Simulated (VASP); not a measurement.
# GdRe (Pm-3m) in VASP: further runs, part 2 of 2

VASP 6.6.1. The steps go on from the part before.

## (5) Single point, r2SCAN, collinear spin, ferromagnetic start

This run uses another cell than the first one, of 20.71 Å³/atom.

Contents of POSCAR:

```
GdRe
1.0
    3.4599047400      0.0000000000      0.0000000000
    0.0000000000      3.4599047400      0.0000000000
    0.0000000000      0.0000000000      3.4599047400
Gd Re
1 1
Direct
    0.0000000000      0.0000000000      0.0000000000
    0.5000000000      0.5000000000      0.5000000000
```

Contents of INCAR.step1:

```
PREC = Accurate
ENCUT = 520
ISMEAR = 0
SIGMA = 0.05
LREAL = False
LASPH = True
NELM = 150
ISPIN = 2
MAGMOM = 7 0
LMAXMIX = 6
NBANDS = 24
GGA = PE
ALGO = Normal
EDIFF = 1E-4
LWAVE = True
LCHARG = False
```

Contents of INCAR.step2:

```
PREC = Accurate
ENCUT = 520
EDIFF = 1E-6
ISMEAR = 0
SIGMA = 0.05
LREAL = False
LASPH = True
NELM = 150
ALGO = Normal
ISIF = 2
LWAVE = False
LCHARG = False
ISPIN = 2
MAGMOM = 7 0
LORBIT = 11
LMAXMIX = 6
METAGGA = R2SCAN
LMIXTAU = True
NBANDS = 24
ISTART = 1
```

Contents of KPOINTS:

```
Automatic mesh
0
Gamma
  10 10 10
```

Potentials or basis: VASP PAW PBE potentials, release 64 (Gd, Re).

Launch:

```sh
cat potpaw_PBE.64/Gd/POTCAR potpaw_PBE.64/Re/POTCAR > POTCAR
cp INCAR.step1 INCAR
mpirun -np 1 vasp_std > vasp.out
cp INCAR.step2 INCAR
mpirun -np 1 vasp_std > vasp.out
```

OUTCAR:

```text
PREC = Accurate
   ENCUT = 520
   EDIFF = 1E-6
   ISMEAR = 0
   LREAL = False
   LASPH = True
   NELM = 150
   ISIF = 2
   ISPIN = 2
   LORBIT = 11
   METAGGA = R2SCAN
   ISTART = 1

 ion  position               nearest neighbor table
   1  0.000  0.000  0.000-   2 3.00   2 3.00   2 3.00   2 3.00   2 3.00   2 3.00   2 3.00   2 3.00

   2  0.500  0.500  0.500-   1 3.00   1 3.00   1 3.00   1 3.00   1 3.00   1 3.00   1 3.00   1 3.00

  LATTYP: Found a simple cubic cell.
 ALAT       =     3.4599047400

  Lattice vectors:

 A1 = (   3.4599047400,   0.0000000000,   0.0000000000)
 A2 = (   0.0000000000,   3.4599047400,   0.0000000000)
 A3 = (   0.0000000000,   0.0000000000,   3.4599047400)

Analysis of symmetry for initial positions (statically):
=====================================================================
 Subroutine PRICEL returns:
 Original cell was already a primitive cell.

 Routine SETGRP: Setting up the symmetry group for a
 simple cubic supercell.

 Subroutine GETGRP returns: Found 48 space group operations
 (whereof 48 operations were pure point group operations)
 out of a pool of 48 trial point group operations.

The static configuration has the point symmetry O_h .

Analysis of symmetry for dynamics (positions and initial velocities):
=====================================================================
 Subroutine PRICEL returns:
 Original cell was already a primitive cell.

 Routine SETGRP: Setting up the symmetry group for a
 simple cubic supercell.

 Subroutine GETGRP returns: Found 48 space group operations
 (whereof 48 operations were pure point group operations)
 out of a pool of 48 trial point group operations.

The dynamic configuration has the point symmetry O_h .

Analysis of structural, dynamic, and magnetic symmetry:
=====================================================================
 Subroutine PRICEL returns:
 Original cell was already a primitive cell.
[... 145 lines left out ...]
   NGX = 13   NGY = 13   NGZ = 13

 number of electron      24.9999996 magnetization       6.0262629

 Free energy of the ion-electron system (eV)
  ---------------------------------------------------
  ext. energy  EPLUGINS =         0.00000000
  ---------------------------------------------------
  free energy    TOTEN  =       -92.31255386 eV

  energy without entropy =      -92.30934167  energy(sigma->0) =      -92.31094776

 E-fermi :   4.5566     XC(G=0): -12.9249

 val. band max:        4.5383650065   @ k =   0.4000   0.2000   0.1000
 cond. band min:       4.5622990941   @ k =   0.3000   0.3000   0.0000
 fundamental gap:      0.0239340876
 Fermi energy:         4.5566049678

 spin component 1

 k-point     1 :       0.0000    0.0000    0.0000
  band No.  band energies     occupation
      1     -40.9558      1.00000
      2     -17.4909      1.00000
      3     -17.4909      1.00000
      4     -17.4909      1.00000
      5      -2.0686      1.00000
      6       0.5500      1.00000
[... 637 lines left out ...]
     23      12.8113      0.00000
     24      17.4139      0.00000

 [... further k-points ...]

 spin component 2

 k-point     1 :       0.0000    0.0000    0.0000
  band No.  band energies     occupation
      1     -37.2267      1.00000
      2     -14.8926      1.00000
      3     -14.8926      1.00000
      4     -14.8926      1.00000
      5      -1.8213      1.00000
      6       1.2031      1.00000
[... 637 lines left out ...]
     23      13.8231      0.00000
     24      18.0616      0.00000

 [... further k-points ...]
[... 5 lines left out ...]
  --------------------------------------------------------------------------------------
  -------------------------------------------------------------------------------------
  Total        0.0453483      0.0453483      0.0453483      0.0000000      0.0000000      0.0000000
  in kB        1.7542007      1.7542007      1.7542007      0.0000000      0.0000000      0.0000000
  external PRESSURE =       1.7542007 kB  Pullay stress =       0.0000000 kB

 VOLUME and BASIS-vectors are now :
 -----------------------------------------------------------------------------
  energy-cutoff  :      520.00
  volume of cell :       41.42
      direct lattice vectors                 reciprocal lattice vectors
     3.459904740  0.000000000  0.000000000     0.289025298  0.000000000  0.000000000
     0.000000000  3.459904740  0.000000000     0.000000000  0.289025298  0.000000000
     0.000000000  0.000000000  3.459904740     0.000000000  0.000000000  0.289025298

 POSITION                                       TOTAL-FORCE (eV/Angst)
 -----------------------------------------------------------------------------------
      0.00000      0.00000      0.00000         0.000000      0.000000      0.000000
      1.72995      1.72995      1.72995         0.000000      0.000000      0.000000
 -----------------------------------------------------------------------------------
    total drift:                               -0.000000      0.000000     -0.000000

  FREE ENERGIE OF THE ION-ELECTRON SYSTEM (eV)
  ---------------------------------------------------
  free  energy   TOTEN  =       -92.3125538561 eV

  energy  without entropy=      -92.3093416690  energy(sigma->0) =      -92.31094776

 total charge

# of ion       s       p       d       f       tot
--------------------------------------------------
    1        2.074   5.633   0.693   6.966  15.365
    2        0.601   0.282   4.899   0.000   5.781
--------------------------------------------------
tot          2.675   5.915   5.591   6.966  21.147

 magnetization (x)

# of ion       s       p       d       f       tot
--------------------------------------------------
    1        0.005  -0.128   0.136   6.812   6.825
    2       -0.049   0.021  -1.191   0.000  -1.220
--------------------------------------------------
tot         -0.044  -0.108  -1.055   6.812   5.605
```

Wall time 6.9 min (1 thread of AMD EPYC 9R45 (Zen 5), shared host); peak memory 0.24 GiB.

Results:

```yaml
Free_energy: -92.3126 eV
Pressure: 0.2 GPa
Net_moment: 6.03 μB per cell
Site_moments: Gd +6.83; Re -1.22 μB
Valence_electrons_inside_the_program's_atomic_spheres: Gd 15.37; Re 5.78
```

Caveat: the PAW data sets were made with another functional, which shifts forces and pressure a little; spin-orbit coupling is left out, which moves the levels of the heavy elements; semilocal functionals describe open f shells poorly, which spoils levels, moments and volumes. The state reached can hang on the start; a lower one may exist.

## (6) Single point, PBE, collinear spin, ferromagnetic start

This run uses another cell than the first one, of 20.71 Å³/atom.

Contents of INCAR:

```
SYSTEM = GdRe
PREC = Accurate
ENCUT = 520
EDIFF = 1E-7
ISMEAR = 0
SIGMA = 0.05
LREAL = .False.
LASPH = .True.
NELM = 150
ALGO = Normal
ISIF = 2
LWAVE = .False.
LCHARG = .False.
ISPIN = 2
MAGMOM = 7 0
LORBIT = 11
LMAXMIX = 6
GGA = PE
NBANDS = 24
```

Contents of KPOINTS:

```
Automatic mesh
0
Gamma
  15 15 15
  0.5 0.5 0.5
```

POSCAR is that of step 5.

Potentials or basis: VASP PAW PBE potentials, release 64 (Gd, Re).

Launch:

```sh
cat potpaw_PBE.64/Gd/POTCAR potpaw_PBE.64/Re/POTCAR > POTCAR
mpirun -np 1 vasp_std > vasp.out
```

Wall time 30 min (1 thread of Intel Xeon 8259CL, shared host); peak memory 0.32 GiB.

It converged, with:

```
Free energy                                           : -22.9813 eV
Pressure                                              : -0.1 GPa
Net moment                                            : 6.33 μB per cell
Site moments                                          : Gd +6.76; Re -0.67 μB
Valence electrons inside the program's atomic spheres : Gd 15.36; Re 5.74
```

Levels at points of the mesh, in eV from the Fermi level:
Spin up:
```tsv
k point	band 12	band 13	band 14	band 15	band 16	band 17	band 18	band 19	band 20	band 21
(0.50, 0.50, 0.50)	-0.68	-0.68	-0.68	-0.68	-0.68	-0.68	2.12	2.12	4.38	7.93
```
Spin down:
```
           k point  band 6  band 7  band 8  band 9  band 10  band 11  band 12  band 13
(0.50, 0.50, 0.50)   -0.86   -0.86   -0.36   -0.36    -0.36     1.25     1.76     1.76
```

Caveat: spin-orbit coupling is left out, which moves the levels of the heavy elements; semilocal functionals describe open f shells poorly, which spoils levels, moments and volumes. The state reached can hang on the start; a lower one may exist.

## (7) Overview

| level | cell | k mesh | gap on the mesh (eV) | pressure (GPa) | moment (μB) |
| --- | --- | --- | --- | --- | --- |
| PBE | a = 3.539 Å, 2 atoms | 10 × 10 × 10 | none | -6.4 | 6.03 |
| PBE | a = 3.572 Å, 2 atoms | 10 × 10 × 10 | none | -8.5 | 5.96 |
| PBE | a = 3.460 Å, 2 atoms | 12 × 12 × 12 | none | 0.2 | 6.05 |
| r2SCAN | a = 3.460 Å, 2 atoms | 10 × 10 × 10 | none | 0.2 | 6.03 |
| PBE | a = 3.460 Å, 2 atoms | 15 × 15 × 15, shifted | none | -0.1 | 6.33 |

Alike in all rows: task single point; potentials or basis VASP PAW PBE potentials, release 64 (Gd, Re); spin collinear, ferromagnetic start; cutoff (eV) 520; smearing gaussian 0.05 eV.

Caveats: spin-orbit coupling is left out, which moves the levels of the heavy elements; semilocal functionals describe open f shells poorly, which spoils levels, moments and volumes; the cell stands under tension (at least some runs); the PAW data sets were made with another functional, which shifts forces and pressure a little (at least some runs).

Total energies depend on the potentials used, so only differences within one code and one set of settings carry meaning.

The gap in the log of VASP goes by the Fermi energy; the results here count the filled bands.